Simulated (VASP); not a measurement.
Crystal: GaAs (WC type).

```
Ga As
1.0
     3.84042    0.00000    0.00000
    -1.92021    3.32590    0.00000
     0.00000    0.00000    3.24028
Ga As
1 1
Direct
  0.00000 0.00000 0.00000
  0.33333 0.66667 0.50000
```

Base run:

```yaml
Program: VASP 6.6.1
Functional: PBEsol
Potentials_or_basis: VASP PAW PBE potentials, release 64 (Ga_d, As)
Cutoff: 520 eV
k_mesh: 13 × 13 × 11
Occupations: fermi-dirac, width 0.05 eV
Spin: no spin polarisation
```

Its results: band gap on the k mesh zero (band 9 reaches 6.96 eV, above the bottom of band 10 at 2.86 eV); pressure -3.2 GPa.

The run is repeated on the same cell with these changes: functional from PBEsol to PBE. What comes out?

Band gap on the k mesh zero (band 9 reaches 7.09 eV, above the bottom of band 10 at 3.02 eV); pressure 0.1 GPa.

PBE binds less tightly than PBEsol, so the same cell stands under more pressure.

Caveats: the PAW data sets were made with another functional, which shifts forces and pressure a little (some runs).
